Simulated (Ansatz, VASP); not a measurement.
# Two plane-wave programs on ZrNbSe3

```
CELL_PARAMETERS angstrom
5.81196 0.00000 0.00000
0.00000 5.81196 0.00000
0.00000 0.00000 6.78054
ATOMIC_POSITIONS crystal
Zr 0.50000 0.50000 0.00000
Zr 0.00000 0.00000 0.00000
Nb 0.50000 0.00000 0.30164
Nb 0.00000 0.50000 0.69836
Se 0.25000 0.25000 0.50000
Se 0.25000 0.75000 0.50000
Se 0.75000 0.75000 0.50000
Se 0.75000 0.25000 0.50000
Se 0.50000 0.00000 0.92336
Se 0.00000 0.50000 0.07664
```

Change from the starting cell: species swapped into the SrGeAu3 type (P4/nmm, No. 129).

Alike in both runs: functional PBE; k mesh 4 × 4 × 4; occupations gaussian, width 0.1 eV; no spin polarisation.

Ansatz relaxed the structure, and its values are those at the end. VASP's run is a single point on that final structure, the one shown.

|  | VASP | Ansatz |
| --- | --- | --- |
| version | VASP 6.6.1 | Ansatz 0.2.0 |
| potentials or method | VASP PAW PBE potentials, release 64 (Zr_sv, Nb_sv, Se), cutoff 520 eV | scalar-relativistic, plane waves, PAW |
| valence electrons in the cell | 86 | 146 |

|  | VASP | Ansatz | Ansatz less VASP |
| --- | --- | --- | --- |
| gap on the k mesh at the Fermi level (eV) | none | none | - |
| pressure (GPa) | 0.0 | 0.0 | +0.01 |

A gap of «none» marks a metal or a gap that the smearing closes. VASP's potentials hold 86 valence electrons a cell and Ansatz's 146, so a difference there can come from the potentials and not from the codes.
